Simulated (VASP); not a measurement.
# MgO (Fm-3m) in VASP: a series of runs

MgO is run at these levels: r2SCAN; tasks: single point, relaxation of cell and atoms.

All numbers are computed with VASP 6.6.1; they aren't measurements. Logs are shortened: lines on timing, memory, paths and dates and some standing lists are left out, and cuts for length are marked.

**The experiment to reproduce.**

From “Electronic structure of alkaline earth and post-transition metal oxides”, 2009, arxiv:0908.1581, for a bulk crystal of MgO: band gap 7.83 eV.

The runs below are set against these values where they give the same quantity.

**1. The cell of the first run**

Symmetry: Fm-3m, No. 225, cubic system. Conventional cell: a = 4.270 Å, b = 4.270 Å, c = 4.270 Å, α = 90.00°, β = 90.00°, γ = 90.00°. Within 2.8 Å of Mg (site symmetry m-3m) lie 6 O at 2.14 Å. Within 2.8 Å of O (site symmetry m-3m) lie 6 Mg at 2.14 Å.

**2. Single point, r2SCAN**

Input file POSCAR:

```
MgO
1.0
    0.0000000000      2.1351500000      2.1351500000
    2.1351500000      0.0000000000      2.1351500000
    2.1351500000      2.1351500000      0.0000000000
Mg O
1 1
Direct
    0.0000000000      0.0000000000      0.0000000000
    0.5000000000      0.5000000000      0.5000000000
```

Input file INCAR.step1:

```
SYSTEM = MgO
PREC     = Accurate       ! precision mode
ENCUT    = 750            ! plane-wave cutoff, eV
ISMEAR   = 0              ! smearing method
SIGMA    = 0.1            ! smearing width, eV
LREAL    = .FALSE.        ! projectors in reciprocal space
LASPH    = .TRUE.         ! aspherical terms in the spheres
NELM     = 120            ! most SCF steps
NBANDS   = 15             ! bands
GGA      = PE             ! functional
ALGO     = Normal         ! electronic algorithm
EDIFF    = 1E-5           ! SCF threshold, eV
LWAVE    = .TRUE.         ! write WAVECAR
LCHARG   = .FALSE.        ! write CHGCAR
GGA_COMPAT= .FALSE.
```

Input file INCAR.step2:

```
SYSTEM = MgO
PREC     = Accurate       ! precision mode
ENCUT    = 750            ! plane-wave cutoff, eV
EDIFF    = 1E-6           ! SCF threshold, eV
ISMEAR   = 0              ! smearing method
SIGMA    = 0.1            ! smearing width, eV
LREAL    = .FALSE.        ! projectors in reciprocal space
LASPH    = .TRUE.         ! aspherical terms in the spheres
NELM     = 120            ! most SCF steps
ALGO     = Normal         ! electronic algorithm
ISIF     = 2              ! what is computed and relaxed
LWAVE    = .FALSE.        ! write WAVECAR
LCHARG   = .TRUE.         ! write CHGCAR
METAGGA  = R2SCAN         ! meta-GGA
LMIXTAU  = .TRUE.       
LELF     = .TRUE.         ! ELF
LVHAR    = .TRUE.       
NBANDS   = 15             ! bands
ISTART   = 1            
GGA_COMPAT= .FALSE.
```

Input file KPOINTS:

```
regular mesh
0
G
  8 8 8
  0 0 0
```

Potentials or basis: VASP PAW PBE potentials, release 64 (Mg_sv, O).

The run is started by

```console
$ cat potpaw_PBE.64/Mg_sv/POTCAR potpaw_PBE.64/O/POTCAR > POTCAR
$ cp INCAR.step1 INCAR
$ mpirun -np 1 vasp_std > vasp.out
$ cp INCAR.step2 INCAR
$ mpirun -np 1 vasp_std > vasp.out
```

OUTCAR:

```text
SYSTEM = MgO
   PREC = Accurate
   ENCUT = 750
   EDIFF = 1E-6
   ISMEAR = 0
   LREAL = .FALSE.
   LASPH = .TRUE.
   NELM = 120
   ISIF = 2
   METAGGA = R2SCAN
   ISTART = 1

 ion  position               nearest neighbor table
   1  0.000  0.000  0.000-
   2  0.500  0.500  0.500-

  LATTYP: Found a face centered cubic cell.
 ALAT       =     4.2703000000

  Lattice vectors:

 A1 = (   0.0000000000,   2.1351500000,   2.1351500000)
 A2 = (   2.1351500000,   0.0000000000,   2.1351500000)
 A3 = (   2.1351500000,   2.1351500000,   0.0000000000)

Analysis of symmetry for initial positions (statically):
=====================================================================
 Subroutine PRICEL returns:
 Original cell was already a primitive cell.

 Routine SETGRP: Setting up the symmetry group for a
 face centered cubic supercell.

 Subroutine GETGRP returns: Found 48 space group operations
 (whereof 48 operations were pure point group operations)
 out of a pool of 48 trial point group operations.

The static configuration has the point symmetry O_h .

Analysis of symmetry for dynamics (positions and initial velocities):
=====================================================================
 Subroutine PRICEL returns:
 Original cell was already a primitive cell.

 Routine SETGRP: Setting up the symmetry group for a
 face centered cubic supercell.

 Subroutine GETGRP returns: Found 48 space group operations
 (whereof 48 operations were pure point group operations)
 out of a pool of 48 trial point group operations.

The dynamic configuration has the point symmetry O_h .

 Subroutine INISYM returns: Found 48 space group operations
 (whereof 48 operations are pure point group operations),
 and found     1 'primitive' translations

----------------------------------------------------------------------------------------

                                     Primitive cell

  volume of cell :      19.4677

  direct lattice vectors                    reciprocal lattice vectors
     0.000000000  2.135150000  2.135150000    -0.234175585  0.234175585  0.234175585
     2.135150000  0.000000000  2.135150000     0.234175585 -0.234175585  0.234175585
     2.135150000  2.135150000  0.000000000     0.234175585  0.234175585 -0.234175585

  length of vectors
     3.019558088  3.019558088  3.019558088     0.405604011  0.405604011  0.405604011

  position of ions in fractional coordinates (direct lattice)
[... 76 lines left out ...]
   LASPH  =      T    aspherical Exc in radial PAW
   ENCUT  =  750.0 eV  55.12 Ry    7.42 a.u.   6.74  6.74  6.74*2*pi/ulx,y,z
   NELM   =    120;   NELMIN=  2; NELMDL=  0     # of ELM steps
   EDIFF  = 0.1E-05   stopping-criterion for ELM
   LREAL  =      F    real-space projection
[... 7 lines left out ...]
   TEBEG  =    0.0;   TEEND  =   0.0 temperature during run
   PSTRESS=    0.0 pullay stress
   NELECT =      16.0000    total number of electrons
   NUPDOWN=      -1.0000    fix difference up-down
   EMIN   =  10.00;   EMAX   =-10.00  energy-range for DOS
   EFERMI =   0.00;   METHOD = LEGACY
   ISMEAR =     0;   SIGMA  =   0.10  broadening in eV -4-tet -1-fermi 0-gaus
   EFERMI_NEDOS =   21; number of points for ismear=-14 and -15
   IALGO  =     38    algorithm
   IMIX   =      4    mixing-type and parameters
     AMIX     =   0.40;   BMIX     =  1.00
     AMIX_MAG =   1.60;   BMIX_MAG =  1.00
  volume/ion in A,a.u.               =       9.73        65.69
  Fermi-wavevector in a.u.,A,eV,Ry     =   1.533474  2.897846 31.994681  2.351543
  Thomas-Fermi vector in A             =   2.640536
   LORBIT       =      0    0 simple, 1 ext, 2 COOP (PROOUT), +10 PAW based schemes
   METAGGA = R2SCAN    functional components
   LHFCALC =     F    Hartree Fock is set to
   AEXX    =    0.0000 exact exchange contribution
   IVDW    =     0    specifies the selected vdW correction
   LEPSILON=     F    determine dielectric tensor
   LRPA    =     F    only Hartree local field effects (RPA)
 non-spin polarized calculation
 Gauss-broadening in eV      SIGMA  =   0.10
  energy-cutoff  :      750.00
  volume of cell :       19.47
 maximum number of plane-waves:       934
   NGX = 13   NGY = 13   NGZ = 13

 number of electron      15.9999998 magnetization

 Free energy of the ion-electron system (eV)
  ---------------------------------------------------
  ext. energy  EPLUGINS =         0.00000000
  ---------------------------------------------------
  free energy    TOTEN  =       -16.14825163 eV

  energy without entropy =      -16.14825163  energy(sigma->0) =      -16.14825163

 E-fermi :   2.6789     XC(G=0): -11.8140

 val. band max:        2.2252887506   @ k =   0.0000   0.0000   0.0000
 cond. band min:       7.4697970026   @ k =   0.0000   0.0000   0.0000
 fundamental gap:      5.2445082520
 Fermi energy:         2.6789125067

 k-point     1 :       0.0000    0.0000    0.0000
  band No.  band energies     occupation
      1     -72.9030      2.00000
      2     -37.9975      2.00000
      3     -37.9974      2.00000
      4     -37.9974      2.00000
      5     -15.7586      2.00000
      6       2.2253      2.00000
      7       2.2253      2.00000
      8       2.2253      2.00000
      9       7.4698      0.00000
     10      18.8416      0.00000
     11      18.8416      0.00000
     12      18.8416      0.00000
     13      22.8281      0.00000
     14      24.6207      0.00000
[... 401 lines left out ...]
      2     -38.0575      2.00000
      3     -38.0220      2.00000
      4     -38.0105      2.00000
      5     -14.4621      2.00000
      6      -1.5959      2.00000
      7       0.3819      2.00000
      8       1.2751      2.00000
      9      12.5706      0.00000
     10      15.1800      0.00000
     11      16.5140      0.00000
     12      19.9025      0.00000
     13      23.5394      0.00000
     14      25.2197      0.00000
     15      29.3748      0.00000

 [... further k-points ...]
[... 5 lines left out ...]
  --------------------------------------------------------------------------------------
  -------------------------------------------------------------------------------------
  Total       -0.8554043     -0.8554043     -0.8554043      0.0000000      0.0000000      0.0000000
  in kB      -70.3990610    -70.3990610    -70.3990610      0.0000000      0.0000000      0.0000000
  external PRESSURE =     -70.3990610 kB  Pullay stress =       0.0000000 kB

 VOLUME and BASIS-vectors are now :
 -----------------------------------------------------------------------------
  energy-cutoff  :      750.00
  volume of cell :       19.47
      direct lattice vectors                 reciprocal lattice vectors
     0.000000000  2.135150000  2.135150000    -0.234175585  0.234175585  0.234175585
     2.135150000  0.000000000  2.135150000     0.234175585 -0.234175585  0.234175585
     2.135150000  2.135150000  0.000000000     0.234175585  0.234175585 -0.234175585

 POSITION                                       TOTAL-FORCE (eV/Angst)
 -----------------------------------------------------------------------------------
      0.00000      0.00000      0.00000        -0.000000      0.000000      0.000000
      2.13515      2.13515      2.13515         0.000000     -0.000000     -0.000000
 -----------------------------------------------------------------------------------
    total drift:                                0.000000      0.000000      0.000000

  FREE ENERGIE OF THE ION-ELECTRON SYSTEM (eV)
  ---------------------------------------------------
  free  energy   TOTEN  =       -16.1482516290 eV

  energy  without entropy=      -16.1482516290  energy(sigma->0) =      -16.14825163
```

OSZICAR.step1:

```text
N       E                     dE             d eps       ncg     rms          rms(c)
DAV:   1     0.152776141764E+03    0.15278E+03   -0.12918E+04   870   0.166E+03
DAV:   2    -0.786150159000E+01   -0.16064E+03   -0.15256E+03  1073   0.414E+02
DAV:   3    -0.134004539769E+02   -0.55390E+01   -0.55202E+01  1048   0.749E+01
DAV:   4    -0.134795613187E+02   -0.79107E-01   -0.79094E-01  1110   0.901E+00
DAV:   5    -0.134810957789E+02   -0.15345E-02   -0.15345E-02   990   0.108E+00    0.860E+00
DAV:   6    -0.119121413326E+02    0.15690E+01   -0.26554E+00   933   0.147E+01    0.289E+00
DAV:   7    -0.118984414720E+02    0.13700E-01   -0.13190E-01  1024   0.335E+00    0.174E+00
DAV:   8    -0.118886124490E+02    0.98290E-02   -0.39749E-02  1094   0.223E+00    0.336E-01
DAV:   9    -0.118874922249E+02    0.11202E-02   -0.35921E-03   996   0.542E-01    0.991E-02
DAV:  10    -0.118877114679E+02   -0.21924E-03   -0.28719E-04  1073   0.180E-01    0.514E-02
DAV:  11    -0.118876976540E+02    0.13814E-04   -0.27970E-05  1052   0.537E-02    0.586E-03
DAV:  12    -0.118876976824E+02   -0.28375E-07   -0.60634E-07   519   0.111E-02
   1 F= -.11887698E+02 E0= -.11887698E+02  d E =-.366701E-12
```

Wall time 60 s (1 thread of Intel Xeon 6975P-C (Granite Rapids), shared host); peak memory 0.16 GiB.

What came out:

| Quantity | Value |
| --- | --- |
| Free energy | -16.1483 eV |
| Pressure | -7.0 GPa |
| Band gap on the k mesh | 5.24 eV |

Caveat: the cell stands under tension; the PAW data sets were made with another functional, which shifts forces and pressure a little. r2SCAN opens gaps a little over a GGA but as a rule still falls short of measured ones.

**3. Single point, r2SCAN**

This run uses another cell than the first one, of 9.29 Å³/atom.

Input file POSCAR:

```
MgO
1.0
    0.0000000000      2.1021086855      2.1021086855
    2.1021086855      0.0000000000      2.1021086855
    2.1021086855      2.1021086855      0.0000000000
Mg O
1 1
Direct
    0.0000000000      0.0000000000      0.0000000000
    0.5000000000      0.5000000000      0.5000000000
```

Input file INCAR.step1:

```
PREC = Accurate ; ENCUT = 750
ISMEAR = 0 ; SIGMA = 0.02
LREAL = F ; LASPH = T
NELM = 120 ; NBANDS = 15
GGA = PE ; ALGO = Normal
EDIFF = 1E-5 ; LWAVE = T
LCHARG = F ; GGA_COMPAT = F
```

Input file INCAR.step2:

```
PREC = Accurate ; ENCUT = 750
EDIFF = 1E-6 ; ISMEAR = 0
SIGMA = 0.02 ; LREAL = F
LASPH = T ; NELM = 120
ALGO = Normal ; ISIF = 2
LWAVE = F ; LCHARG = T
METAGGA = R2SCAN ; LMIXTAU = T
LELF = T ; LVHAR = T
NBANDS = 15 ; ISTART = 1
GGA_COMPAT = F
```

Input file KPOINTS:

```
Automatic mesh
0
Gamma
  10 10 10
```

Potentials or basis: VASP PAW PBE potentials, release 64 (Mg_sv, O).

The run is started by

```console
$ cat potpaw_PBE.64/Mg_sv/POTCAR potpaw_PBE.64/O/POTCAR > POTCAR
$ cp INCAR.step1 INCAR
$ mpirun -np 1 vasp_std > vasp.out
$ cp INCAR.step2 INCAR
$ mpirun -np 1 vasp_std > vasp.out
```

OUTCAR:

```text
PREC = Accurate
   ENCUT = 750
   EDIFF = 1E-6
   ISMEAR = 0
   LREAL = F
   LASPH = T
   NELM = 120
   ISIF = 2
   METAGGA = R2SCAN
   ISTART = 1

 ion  position               nearest neighbor table
   1  0.000  0.000  0.000-   2 2.10   2 2.10   2 2.10   2 2.10   2 2.10   2 2.10
   2  0.500  0.500  0.500-   1 2.10   1 2.10   1 2.10   1 2.10   1 2.10   1 2.10

  LATTYP: Found a face centered cubic cell.
 ALAT       =     4.2042173710

  Lattice vectors:
[... 608 lines left out ...]
      7       1.2274      2.00000
      8       1.4413      2.00000
      9      13.2259      0.00000
     10      13.7333      0.00000
     11      17.4584      0.00000
     12      22.1712      0.00000
     13      22.3900      0.00000
     14      28.9644      0.00000
     15      31.2225      0.00000

 [... further k-points ...]
[... 5 lines left out ...]
  --------------------------------------------------------------------------------------
  -------------------------------------------------------------------------------------
  Total       -0.0000161     -0.0000161     -0.0000161     -0.0000000     -0.0000000     -0.0000000
  in kB       -0.0013873     -0.0013873     -0.0013873     -0.0000000     -0.0000000     -0.0000000
  external PRESSURE =      -0.0013873 kB  Pullay stress =       0.0000000 kB

 VOLUME and BASIS-vectors are now :
 -----------------------------------------------------------------------------
  energy-cutoff  :      750.00
  volume of cell :       18.58
      direct lattice vectors                 reciprocal lattice vectors
     0.000000000  2.102108686  2.102108686    -0.237856398  0.237856398  0.237856398
     2.102108686  0.000000000  2.102108686     0.237856398 -0.237856398  0.237856398
     2.102108686  2.102108686  0.000000000     0.237856398  0.237856398 -0.237856398

 POSITION                                       TOTAL-FORCE (eV/Angst)
 -----------------------------------------------------------------------------------
      0.00000      0.00000      0.00000        -0.000000      0.000000      0.000000
      2.10211      2.10211      2.10211         0.000000     -0.000000     -0.000000
 -----------------------------------------------------------------------------------
    total drift:                                0.000000      0.000000      0.000000

  FREE ENERGIE OF THE ION-ELECTRON SYSTEM (eV)
  ---------------------------------------------------
  free  energy   TOTEN  =       -16.1627534273 eV

  energy  without entropy=      -16.1627534273  energy(sigma->0) =      -16.16275343
```

OUTCAR.step1:

```text
PREC = Accurate
   ENCUT = 750
   ISMEAR = 0
   LREAL = F
   LASPH = T
[... 652 lines left out ...]
 -----------------------------------------------------------------------------------
      0.00000      0.00000      0.00000        -0.000000      0.000000      0.000000
      2.10211      2.10211      2.10211         0.000000     -0.000000     -0.000000
 -----------------------------------------------------------------------------------
    total drift:                                0.000000      0.000000      0.000000

  FREE ENERGIE OF THE ION-ELECTRON SYSTEM (eV)
  ---------------------------------------------------
  free  energy   TOTEN  =       -11.8743884513 eV

  energy  without entropy=      -11.8743884513  energy(sigma->0) =      -11.87438845
```

OSZICAR.step1:

```text
N       E                     dE             d eps       ncg     rms          rms(c)
DAV:   1     0.153507033109E+03    0.15351E+03   -0.12810E+04  1410   0.163E+03
DAV:   2    -0.826140908394E+01   -0.16177E+03   -0.15269E+03  1676   0.421E+02
DAV:   3    -0.134055222637E+02   -0.51441E+01   -0.51218E+01  1862   0.734E+01
DAV:   4    -0.134766045116E+02   -0.71082E-01   -0.71076E-01  1599   0.859E+00
DAV:   5    -0.134778311980E+02   -0.12267E-02   -0.12267E-02  1845   0.947E-01    0.858E+00
DAV:   6    -0.118956492758E+02    0.15822E+01   -0.25683E+00  1529   0.148E+01    0.280E+00
DAV:   7    -0.118845815165E+02    0.11068E-01   -0.14122E-01  1655   0.342E+00    0.171E+00
DAV:   8    -0.118755208752E+02    0.90606E-02   -0.38683E-02  1711   0.221E+00    0.351E-01
DAV:   9    -0.118742030865E+02    0.13178E-02   -0.38653E-03  1585   0.573E-01    0.990E-02
DAV:  10    -0.118744004144E+02   -0.19733E-03   -0.28502E-04  1725   0.177E-01    0.483E-02
DAV:  11    -0.118743883981E+02    0.12016E-04   -0.26240E-05  1718   0.491E-02    0.640E-03
DAV:  12    -0.118743884513E+02   -0.53164E-07   -0.55823E-07   810   0.984E-03
   1 F= -.11874388E+02 E0= -.11874388E+02  d E =-.280979E-45
```

Run time: 57 s. Hardware: 1 thread of Intel Xeon Platinum 8488C (Sapphire Rapids), shared host; peak memory 0.17 GiB.

What came out:

| Property | Result |
| --- | --- |
| Free energy | -16.1628 eV |
| Pressure | 0.0 GPa |
| Band gap on the k mesh | 5.70 eV |

Caveat: the PAW data sets were made with another functional, which shifts forces and pressure a little.

**4. Single point, r2SCAN**

This run uses another cell than the first one, of 9.29 Å³/atom.

Input file POSCAR:

```
MgO
1.0
    0.0000000000      2.1021086852      2.1021086852
    2.1021086852      0.0000000000      2.1021086852
    2.1021086852      2.1021086852      0.0000000000
Mg O
1 1
Direct
    0.0000000000      0.0000000000      0.0000000000
    0.5000000000      0.5000000000      0.5000000000
```

Input file INCAR.step1:

```
SYSTEM = MgO
ALGO     = Normal         ! electronic algorithm
EDIFF    = 1E-5           ! SCF threshold, eV
ENCUT    = 750            ! plane-wave cutoff, eV
GGA      = PE             ! functional
GGA_COMPAT= .FALSE.      
ISMEAR   = 0              ! smearing method
LASPH    = .TRUE.         ! aspherical terms in the spheres
LCHARG   = .FALSE.        ! write CHGCAR
LREAL    = .FALSE.        ! projectors in reciprocal space
LWAVE    = .TRUE.         ! write WAVECAR
NBANDS   = 15             ! bands
NELM     = 120            ! most SCF steps
PREC     = Accurate       ! precision mode
SIGMA    = 0.02           ! smearing width, eV
```

Input file INCAR.step2:

```
SYSTEM = MgO
ALGO     = Normal         ! electronic algorithm
EDIFF    = 1E-6           ! SCF threshold, eV
ENCUT    = 750            ! plane-wave cutoff, eV
GGA_COMPAT= .FALSE.      
ISIF     = 2              ! what is computed and relaxed
ISMEAR   = 0              ! smearing method
ISTART   = 1            
LASPH    = .TRUE.         ! aspherical terms in the spheres
LCHARG   = .FALSE.        ! write CHGCAR
LMIXTAU  = .TRUE.       
LREAL    = .FALSE.        ! projectors in reciprocal space
LWAVE    = .FALSE.        ! write WAVECAR
METAGGA  = R2SCAN         ! meta-GGA
NBANDS   = 15             ! bands
NELM     = 120            ! most SCF steps
PREC     = Accurate       ! precision mode
SIGMA    = 0.02           ! smearing width, eV
```

Input file KPOINTS:

```
k-points
0
G
  10 10 10
  0 0 0
```

The run is started by

```console
$ cat potpaw_PBE.64/Mg_sv/POTCAR potpaw_PBE.64/O/POTCAR > POTCAR
$ cp INCAR.step1 INCAR
$ mpirun -np 1 vasp_std > vasp.out
$ cp INCAR.step2 INCAR
$ mpirun -np 1 vasp_std > vasp.out
```

Run time: 60 s. Hardware: 1 thread of AMD EPYC 9R45 (Zen 5), shared host; peak memory 0.14 GiB.

The run converged. Its results:

* Free energy: -16.1628 eV
* Pressure: 0.0 GPa
* Band gap on the k mesh: 5.70 eV

Levels at points of the mesh, in eV from the valence-band top:
| k point | band 6 | band 7 | band 8 | band 9 | band 10 | band 11 |
| --- | --- | --- | --- | --- | --- | --- |
| (0.00, 0.00, 0.00) | 0.00 | 0.00 | 0.00 | 5.70 | 16.89 | 16.89 |
| (0.50, 0.00, 0.00) | -4.62 | -0.68 | -0.68 | 8.87 | 13.91 | 17.57 |
| (0.50, 0.50, 0.00) | -4.09 | -1.37 | -1.37 | 10.05 | 11.23 | 14.38 |

Caveat: the PAW data sets were made with another functional, which shifts forces and pressure a little.

(Part 1 of 2 ends here.)
